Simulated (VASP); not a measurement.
# ZrC (I4/mmm) in VASP: notebook

Runs on ZrC. Level: PBEsol. Tasks: single point.

Program: VASP 6.6.1. These are calculated values, not measurements. Logs are shortened: lines on timing, memory, paths and dates and some standing lists are left out, and cuts for length are marked.

**1. The cell of the first run**

Symmetry: I4/mmm, No. 139, tetragonal system. The conventional cell has a = 3.324 Å, b = 3.324 Å, c = 4.771 Å, α = 90.00°, β = 90.00°, γ = 90.00°. Zr (site symmetry 4/mmm) has 6 C at 2.35 to 2.39 Å within 3.1 Å. C (site symmetry 4/mmm) has 6 Zr at 2.35 to 2.39 Å within 3.1 Å.

**2. Single point, PBEsol (strain +0.000 along x and y, +0.015 along z)**

The input, INCAR:

```
SYSTEM = ZrC
PREC = Accurate ; ENCUT = 520
EDIFF = 1E-6 ; ISMEAR = 0
SIGMA = 0.15 ; LREAL = .FALSE.
LASPH = .TRUE. ; NELM = 100
ALGO = Normal ; ISIF = 2
LWAVE = .FALSE. ; LCHARG = .FALSE.
GGA = PS ; NBANDS = 15
```

The input, KPOINTS:

```
regular mesh
0
G
  18 18 18
  0 0 0
```

The input, POSCAR:

```
ZrC
1.0
    0.0000000000      2.3502100000      2.3854631500
    2.3502100000      0.0000000000      2.3854631500
    2.3502100000      2.3502100000      0.0000000000
Zr C
1 1
Direct
    0.5000000000      0.5000000000      0.5000000000
    0.0000000000      0.0000000000      0.0000000000
```

Potentials or basis: VASP PAW PBE potentials, release 64 (Zr_sv, C).

Launch:

```console
> cat potpaw_PBE.64/Zr_sv/POTCAR potpaw_PBE.64/C/POTCAR > POTCAR
> mpirun -np 1 vasp_std > vasp.out
```

OUTCAR:

```text
SYSTEM = ZrC
   PREC = Accurate
   ENCUT = 520
   EDIFF = 1E-6
   ISMEAR = 0
   LREAL = .FALSE.
   LASPH = .TRUE.
   NELM = 100
   ISIF = 2
   GGA = PS

 ion  position               nearest neighbor table
   1  0.500  0.500  0.500-   2 2.35   2 2.35   2 2.35   2 2.35   2 2.39   2 2.39
   2  0.000  0.000  0.000-   1 2.35   1 2.35   1 2.35   1 2.35   1 2.39   1 2.39

  LATTYP: Found a body centered tetragonal cell.
 ALAT       =     3.3236988564
 C/A-ratio  =     1.4354267658

  Lattice vectors:

 A1 = (  -2.3502100000,   0.0000000000,   2.3854631500)
 A2 = (   2.3502100000,   0.0000000000,   2.3854631500)
 A3 = (   0.0000000000,   2.3502100000,  -2.3854631500)

Analysis of symmetry for initial positions (statically):
=====================================================================
 Subroutine PRICEL returns:
 Original cell was already a primitive cell.

 Routine SETGRP: Setting up the symmetry group for a
 body centered tetragonal supercell.

 Subroutine GETGRP returns: Found 16 space group operations
 (whereof 16 operations were pure point group operations)
 out of a pool of 16 trial point group operations.

The static configuration has the point symmetry D_4h.

Analysis of symmetry for dynamics (positions and initial velocities):
=====================================================================
 Subroutine PRICEL returns:
 Original cell was already a primitive cell.

 Routine SETGRP: Setting up the symmetry group for a
 body centered tetragonal supercell.

 Subroutine GETGRP returns: Found 16 space group operations
 (whereof 16 operations were pure point group operations)
 out of a pool of 16 trial point group operations.

The dynamic configuration has the point symmetry D_4h.

 Subroutine INISYM returns: Found 16 space group operations
 (whereof 16 operations are pure point group operations),
 and found     1 'primitive' translations

----------------------------------------------------------------------------------------

                                     Primitive cell

  volume of cell :      26.3521

  direct lattice vectors                    reciprocal lattice vectors
     0.000000000  2.350210000  2.385463150    -0.212746946  0.212746946  0.209602902
     2.350210000  0.000000000  2.385463150     0.212746946 -0.212746946  0.209602902
     2.350210000  2.350210000  0.000000000     0.212746946  0.212746946 -0.209602902

  length of vectors
     3.348719380  3.348719380  3.323698856     0.366682291  0.366682291  0.366682291

  position of ions in fractional coordinates (direct lattice)
     0.500000000  0.500000000  0.500000000
     0.000000000  0.000000000  0.000000000

  ion indices of the primitive-cell ions
   primitive index   ion index
                 1           1
                 2           2

----------------------------------------------------------------------------------------

 KPOINTS: regular mesh

Automatic generation of k-mesh.
 Grid dimensions read from file:
 generate k-points for:   18   18   18

 Generating k-lattice:

  Cartesian coordinates                     Fractional coordinates (reciprocal lattice)
    -0.011819275  0.011819275  0.011644606     0.055555556 -0.000000000  0.000000000
     0.011819275 -0.011819275  0.011644606    -0.000000000  0.055555556  0.000000000
     0.011819275  0.011819275 -0.011644606     0.000000000  0.000000000  0.055555556

  Length of vectors
     0.020371238  0.020371238  0.020371238

  Shift w.r.t. Gamma in fractional coordinates (k-lattice)
     0.000000000  0.000000000  0.000000000

 Subroutine IBZKPT returns following result:
 ===========================================

 Found    480 irreducible k-points:

 Following reciprocal coordinates:
            Coordinates               Weight
  0.000000  0.000000  0.000000      1.000000
  0.055556 -0.000000  0.000000      8.000000
  0.111111 -0.000000  0.000000      8.000000
  0.166667 -0.000000  0.000000      8.000000
  0.222222 -0.000000  0.000000      8.000000
  0.277778  0.000000  0.000000      8.000000
[... 16 lines left out ...]
 -0.277778  0.055556  0.000000      8.000000
 -0.222222  0.055556  0.000000      8.000000
 [... further k-points ...]
   k-points           NKPTS =    480   k-points in BZ     NKDIM =    480   number of bands    NBANDS=     15
   number of dos      NEDOS =    301   number of ions     NIONS =      2
   total plane-waves  NPLWV =  21952
   dimension x,y,z NGX =    28 NGY =   28 NGZ =   28
   dimension x,y,z NGXF=    56 NGYF=   56 NGZF=   56
   ions per type =               1   1
   NGX,Y,Z   is equivalent  to a cutoff of  13.90, 13.90, 14.01 a.u.
   NGXF,Y,Z  is equivalent  to a cutoff of  27.80, 27.80, 28.01 a.u.
 SYSTEM =  ZrC
   PREC   = accura    normal or accurate (medium, high low for compatibility)
   ISTART =      0    job   : 0-new  1-cont  2-samecut
   ICHARG =      2    charge: 1-file 2-atom 10-const
   ISPIN  =      1    spin polarized calculation?
   LNONCOLLINEAR =      F non collinear calculations
   LSORBIT =      F    spin-orbit coupling
   LASPH  =      T    aspherical Exc in radial PAW
   ENCUT  =  520.0 eV  38.22 Ry    6.18 a.u.   6.23  6.23  6.18*2*pi/ulx,y,z
   NELM   =    100;   NELMIN=  2; NELMDL= -5     # of ELM steps
   EDIFF  = 0.1E-05   stopping-criterion for ELM
   LREAL  =      F    real-space projection
   EDIFFG = 0.1E-04   stopping-criterion for IOM
   NSW    =      0    number of steps for IOM
   IBRION =     -1    ionic relax: 0-MD 1-quasi-New 2-CG
   NFREE  =      0    steps in history (QN), initial steepest desc. (CG)
   ISIF   =      2    stress and relaxation
   ISYM   =      2    0-nonsym 1-usesym 2-fastsym
   POTIM  = 0.5000    time-step for ionic-motion
   TEBEG  =    0.0;   TEEND  =   0.0 temperature during run
   PSTRESS=    0.0 pullay stress
   NELECT =      16.0000    total number of electrons
   NUPDOWN=      -1.0000    fix difference up-down
   EMIN   =  10.00;   EMAX   =-10.00  energy-range for DOS
   EFERMI =   0.00;   METHOD = LEGACY
   ISMEAR =     0;   SIGMA  =   0.15  broadening in eV -4-tet -1-fermi 0-gaus
   EFERMI_NEDOS =   21; number of points for ismear=-14 and -15
   IALGO  =     38    algorithm
   IMIX   =      4    mixing-type and parameters
     AMIX     =   0.40;   BMIX     =  1.00
     AMIX_MAG =   1.60;   BMIX_MAG =  1.00
  volume/ion in A,a.u.               =      13.18        88.92
  Fermi-wavevector in a.u.,A,eV,Ry     =   1.386254  2.619640 26.146318  1.921700
  Thomas-Fermi vector in A             =   2.510587
   LORBIT       =      0    0 simple, 1 ext, 2 COOP (PROOUT), +10 PAW based schemes
   GGA     = PS    functional components
   LHFCALC =     F    Hartree Fock is set to
   AEXX    =    0.0000 exact exchange contribution
   IVDW    =     0    specifies the selected vdW correction
   LEPSILON=     F    determine dielectric tensor
   LRPA    =     F    only Hartree local field effects (RPA)
 non-spin polarized calculation
 Gauss-broadening in eV      SIGMA  =   0.15
  energy-cutoff  :      520.00
  volume of cell :       26.35
 maximum number of plane-waves:       725
 NGX is ok and might be reduce to    28
   NGX = 13   NGY = 13   NGZ = 13

 number of electron      16.0000000 magnetization

 Free energy of the ion-electron system (eV)
  ---------------------------------------------------
  ext. energy  EPLUGINS =         0.00000000
  ---------------------------------------------------
  free energy    TOTEN  =       -20.55069624 eV

  energy without entropy =      -20.54703886  energy(sigma->0) =      -20.54886755

 E-fermi :   9.3287     XC(G=0): -12.2064

 val. band max:        9.3190382552   @ k =   0.5000   0.0000   0.5000
 cond. band min:       9.3288318739   @ k =   0.3889   0.3333   0.0000
 fundamental gap:      0.0097936187
 Fermi energy:         9.3286715008

 k-point     1 :       0.0000    0.0000    0.0000
  band No.  band energies     occupation
      1     -38.7089      2.00000
      2     -16.4682      2.00000
      3     -16.4551      2.00000
      4     -16.4551      2.00000
      5      -1.9067      2.00000
      6      10.2223      0.00000
      7      10.2786      0.00000
      8      10.2946      0.00000
      9      10.2946      0.00000
     10      10.4234      0.00000
     11      10.4234      0.00000
     12      11.9878      0.00000
     13      12.1687      0.00000
     14      16.4626      0.00000
     15      19.6783      0.00000

 k-point     2 :       0.0556   -0.0000    0.0000
  band No.  band energies     occupation
      1     -38.7060      2.00000
      2     -16.4878      2.00000
      3     -16.4649      2.00000
      4     -16.4572      2.00000
      5      -1.8370      2.00000
      6       9.6052      0.00913
      7       9.7633      0.00004
      8       9.8376      0.00000
      9      10.5352      0.00000
     10      10.6038      0.00000
     11      10.8761      0.00000
     12      12.4073      0.00000
     13      12.5885      0.00000
     14      16.6187      0.00000
     15      19.8707      0.00000

 k-point     3 :       0.1111   -0.0000    0.0000
  band No.  band energies     occupation
      1     -38.6977      2.00000
      2     -16.5627      2.00000
      3     -16.4739      2.00000
      4     -16.4631      2.00000
      5      -1.6335      2.00000
      6       8.7795      2.00000
      7       9.0850      1.97842
      8       9.1541      1.90020
      9      10.7732      0.00000
     10      10.8315      0.00000
     11      11.2645      0.00000
     12      13.2770      0.00000
     13      13.4679      0.00000
     14      17.0357      0.00000
     15      20.4102      0.00000
[... 343 lines left out ...]
 k-point    23 :      -0.2778    0.0556    0.0000
  band No.  band energies     occupation
      1     -38.6450      2.00000
      2     -17.0034      2.00000
      3     -16.5488      2.00000
      4     -16.4887      2.00000
      5      -0.2076      2.00000
      6       5.8658      2.00000
      7       7.0903      2.00000
      8       7.2990      2.00000
      9      12.0251      0.00000
     10      12.1979      0.00000
     11      12.9637      0.00000
     12      16.0246      0.00000
     13      17.5999      0.00000
     14      18.3999      0.00000
     15      22.7256      0.00000

 k-point    24 :      -0.2222    0.0556    0.0000
  band No.  band energies     occupation
      1     -38.6614      2.00000
      2     -16.8671      2.00000
      3     -16.5336      2.00000
      4     -16.4762      2.00000
      5      -0.6906      2.00000
      6       6.6548      2.00000
      7       7.5194      2.00000
      8       7.7603      2.00000
      9      11.5069      0.00000
     10      11.8293      0.00000
     11      12.4121      0.00000
     12      15.0140      0.00000
     13      16.5630      0.00000
     14      18.3784      0.00000
     15      22.2621      0.00000

 [... further k-points ...]
[... 5 lines left out ...]
  --------------------------------------------------------------------------------------
  -------------------------------------------------------------------------------------
  Total       -0.9272762     -0.9272762     -1.7314149      0.0000000      0.0000000      0.0000000
  in kB      -56.3772160    -56.3772160   -105.2678334      0.0000000      0.0000000      0.0000000
  external PRESSURE =     -72.6740885 kB  Pullay stress =       0.0000000 kB

 VOLUME and BASIS-vectors are now :
 -----------------------------------------------------------------------------
  energy-cutoff  :      520.00
  volume of cell :       26.35
      direct lattice vectors                 reciprocal lattice vectors
     0.000000000  2.350210000  2.385463150    -0.212746946  0.212746946  0.209602902
     2.350210000  0.000000000  2.385463150     0.212746946 -0.212746946  0.209602902
     2.350210000  2.350210000  0.000000000     0.212746946  0.212746946 -0.209602902

 POSITION                                       TOTAL-FORCE (eV/Angst)
 -----------------------------------------------------------------------------------
      2.35021      2.35021      2.38546         0.000000      0.000000     -0.000000
      0.00000      0.00000      0.00000        -0.000000     -0.000000      0.000000
 -----------------------------------------------------------------------------------
    total drift:                                0.000000      0.000000      0.000000

  FREE ENERGIE OF THE ION-ELECTRON SYSTEM (eV)
  ---------------------------------------------------
  free  energy   TOTEN  =       -20.5506962440 eV

  energy  without entropy=      -20.5470388632  energy(sigma->0) =      -20.54886755
```

Run time: 90 s. Hardware: 1 thread of Intel Xeon 6975P-C (Granite Rapids), shared host; peak memory 0.3 GiB.

What came out:

```yaml
Free_energy: -20.5507 eV
Pressure: -7.3 GPa
Band_gap_on_the_k_mesh: zero (band 8 reaches 10.29 eV, above the bottom of band 9 at 8.95 eV)
```

Caveat: the cell differs from its parent crystal (strain +0.000 along x and y, +0.015 along z); the PAW data sets were made with another functional, which shifts forces and pressure a little.

**3. Single point, PBEsol (strain +0.000 along x and y, +0.030 along z)**

The input, INCAR:

```
SYSTEM = ZrC
ALGO = Normal
EDIFF = 1E-6
ENCUT = 520
GGA = PS
ISIF = 2
ISMEAR = 0
LASPH = .TRUE.
LCHARG = .FALSE.
LREAL = .FALSE.
LWAVE = .FALSE.
NBANDS = 15
NELM = 100
PREC = Accurate
SIGMA = 0.15
```

The input, KPOINTS:

```
k-points
0
G
  18 18 18
  0 0 0
```

The input, POSCAR:

```
ZrC
1.0
    0.0000000000      2.3502100000      2.4207163000
    2.3502100000      0.0000000000      2.4207163000
    2.3502100000      2.3502100000      0.0000000000
Zr C
1 1
Direct
    0.5000000000      0.5000000000      0.5000000000
    0.0000000000      0.0000000000      0.0000000000
```

Potentials or basis: VASP PAW PBE potentials, release 64 (Zr_sv, C).

Launch:

```console
> cat potpaw_PBE.64/Zr_sv/POTCAR potpaw_PBE.64/C/POTCAR > POTCAR
> mpirun -np 1 vasp_std > vasp.out
```

Run time: 92 s. Hardware: 1 thread of Intel Xeon 6975P-C (Granite Rapids), shared host; peak memory 0.31 GiB.

Results (log left out):

| Item | Value |
| --- | --- |
| Free energy | -20.5187 eV |
| Pressure | -9.9 GPa |
| Band gap on the k mesh | zero (band 8 reaches 10.15 eV, above the bottom of band 9 at 8.77 eV) |

Stress tensor (GPa, compression positive):
```
 -6.98   0.00   0.00
  0.00  -6.98   0.00
  0.00   0.00 -15.85
```

Levels at points of the mesh, in eV from the Fermi level:
| k point | band 5 | band 6 | band 7 | band 8 | band 9 | band 10 | band 11 | band 12 |
| --- | --- | --- | --- | --- | --- | --- | --- | --- |
| (0.00, 0.00, 0.00) | -11.19 | 0.85 | 0.85 | 0.98 | 0.98 | 1.14 | 1.14 | 2.50 |
| (0.50, 0.00, 0.00) | -8.20 | -5.23 | -2.88 | -2.83 | 4.25 | 4.43 | 5.16 | 6.32 |
| (0.50, 0.50, 0.00) | -10.00 | -2.31 | -1.70 | 0.14 | 0.14 | 4.30 | 5.44 | 5.44 |
| (0.50, 0.00, 0.50) | -9.98 | -2.01 | -1.74 | -0.07 | 0.04 | 4.28 | 5.30 | 5.62 |

Caveat: the cell differs from its parent crystal (strain +0.000 along x and y, +0.030 along z); the PAW data sets were made with another functional, which shifts forces and pressure a little.

(Continued in part 2 of 2.)
